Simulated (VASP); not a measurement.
HgTe (Coloradoite), 2 atoms in the cell. It takes space group F-43m (No. 216, cubic). Conventional cell: a = 6.472 Å, b = 6.472 Å, c = 6.472 Å, α = 90.00°, β = 90.00°, γ = 90.00°. Hg (site symmetry -43m) has 4 Te at 2.80 Å within 3.7 Å. Te (site symmetry -43m) has 4 Hg at 2.80 Å within 3.7 Å. 

```yaml
Program: VASP 6.6.1
Task: single point
Functional: BLYP
Potentials_or_basis: VASP PAW PBE potentials, release 64 (Hg, Te)
Cutoff: 520 eV
k_mesh: 7 × 7 × 7
Occupations: fermi-dirac, width 0.05 eV
Spin: no spin polarisation
Dipole_correction: no
Further_INCAR_settings: ALGO = Normal; EDIFF = 1e-07; NBANDS = 16
```

Potentials or basis: VASP PAW PBE potentials, release 64 (Hg, Te).

Launch:

```bash
$ cat potpaw_PBE.64/Hg/POTCAR potpaw_PBE.64/Te/POTCAR > POTCAR
$ mpirun -np 1 vasp_std > vasp.out
```

Hardware: 1 thread of Intel(R) Xeon(R) 6975P-C (Granite Rapids) (shared host).

Q: Estimate the wall time of this run.

A: Wall time 20 s on 1 thread of Intel(R) Xeon(R) 6975P-C (Granite Rapids), on a shared host, peak memory 0.2 GiB. Counts: scf iterations 13, k points 20.
